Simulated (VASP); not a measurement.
A run of VASP 6.6.1 is set up as follows.

INCAR

```
PREC = Accurate
ENCUT = 520
EDIFF = 1E-6
ISMEAR = 0
SIGMA = 0.15
LREAL = F
LASPH = T
NELM = 60
ALGO = Fast
ISIF = 2
LWAVE = F
LCHARG = T
GGA = PE
LELF = T
LVHAR = T
NBANDS = 19
```

KPOINTS

```
Automatic mesh
0
Gamma
  18 18 10
```

File POSCAR:

```
Zr
1.0
    3.2319982225      0.0000000000      0.0000000000
   -1.6159991112      2.7989925657      0.0000000000
    0.0000000000      0.0000000000      5.1470000000
Zr
2
Direct
    0.3476929209      0.8810295083      0.2500000000
    0.6666666667      0.3333333333      0.7500000000
```

Potentials or basis: VASP PAW PBE potentials, release 64 (Zr_sv).

The run is started by

```console
$ cat potpaw_PBE.64/Zr_sv/POTCAR > POTCAR
$ mpirun -np 1 vasp_std > vasp.out
```

(1) Predict the band gap on the k mesh.

(2) Predict the pressure.

(3) Predict the largest force.

## Answers

(1) zero (band 12 reaches 9.75 eV, above the bottom of band 13 at 8.16 eV).

(2) -1.0 GPa.

(3) 0.539 eV/Å.

Caveat: the cell differs from its parent crystal (atom 1 (Zr) moved by (-0.300, +0.600) A along x and y).
